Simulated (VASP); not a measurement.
Wanted: the native input for a VASP 6.6.1 run.

| Property | Result |
| --- | --- |
| Task | single point |
| Functional | LDA |
| Potentials or basis | VASP PAW LDA potentials, release 64 (Pb_d, S) |
| Cutoff | 500 eV |
| k mesh | 6 × 6 × 6 |
| Occupations | fermi-dirac, width 0.02 eV |
| Spin | no spin polarisation |
| Dipole correction | no |
| Further INCAR settings | ALGO = Normal; EDIFF = 1e-06; NBANDS = 17 |

The structure of PbS lies in POSCAR:

```
PbS
1.0
    2.1126620000      1.2197460000      3.4519160000
   -2.1126620000      1.2197460000      3.4519160000
    0.0000000000     -2.4394920000      3.4519160000
Pb S
1 1
Direct
    0.9805660000      0.9805660000      0.9805660000
    0.4750360000      0.4750360000      0.4750360000
```

The input as run:

INCAR

```
PREC = Accurate
ENCUT = 500
EDIFF = 1E-6
ISMEAR = -1
SIGMA = 0.02
LREAL = F
LASPH = T
NELM = 120
ALGO = Normal
ISIF = 2
LWAVE = F
LCHARG = T
GGA = CA
LELF = T
LVHAR = T
NBANDS = 17
GGA_COMPAT = F
```

KPOINTS

```
Automatic mesh
0
Gamma
  6 6 6
```

Potentials or basis: VASP PAW LDA potentials, release 64 (Pb_d, S).

Command:

```bash
$ cat potpaw_LDA.64/Pb_d/POTCAR potpaw_LDA.64/S/POTCAR > POTCAR
$ mpirun -np 1 vasp_std > vasp.out
```

Results of the run:

```json
{"Pressure": "-3.7 GPa", "Largest force": "0.014 eV/Å", "Band gap on the k mesh": "0.31 eV, direct"}
```

Caveat: spin-orbit coupling is left out, which moves the levels of the heavy elements.

It took 21 s on 1 thread of Intel Xeon 6975P-C, with other jobs on the host, peak memory 0.17 GiB.
